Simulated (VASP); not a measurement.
Runs of VASP 6.6.1 on Ag. The structure is that of space group Fm-3m (No. 225), or close to it. The cells are those of the table. 

```tsv
cell	gap on the mesh (eV)	pressure (GPa)
a = 2.860, b = 2.860, c = 2.831 Å, angles 60.3, 60.3, 59.3°, 1 atom	none	9.8
a = 2.874, b = 2.874, c = 2.860 Å, angles 60.2, 60.2, 59.7°, 1 atom	none	7.0
a = 2.846, b = 2.846, c = 2.802 Å, angles 60.5, 60.5, 59.0°, 1 atom	none	(a)
a = 2.933, b = 2.933, c = 2.976 Å, angles 59.5, 59.5, 61.0°, 1 atom	none	(b)
a = 2.889 Å, angles 60.0°, 1 atom	none	4.5
a = 2.918, b = 2.918, c = 2.947 Å, angles 59.7, 59.7, 60.7°, 1 atom	none	0.4
a = 2.903, b = 2.903, c = 2.918 Å, angles 59.8, 59.8, 60.3°, 1 atom	none	2.3
```

Alike in all rows: task single point; level PBE; potentials or basis VASP PAW PBE potentials, release 64 (Ag); no spin polarisation; k mesh 15 × 15 × 15; cutoff (eV) 520; smearing fermi-dirac 0.1 eV.

Question: Estimate the missing entries.

Answer: (a) 12.9; (b) -1.3.

A k mesh can miss the band edges, and the runs leave out spin-orbit coupling on Ag.

A gap of «none» marks levels without a gap at the run's occupations.
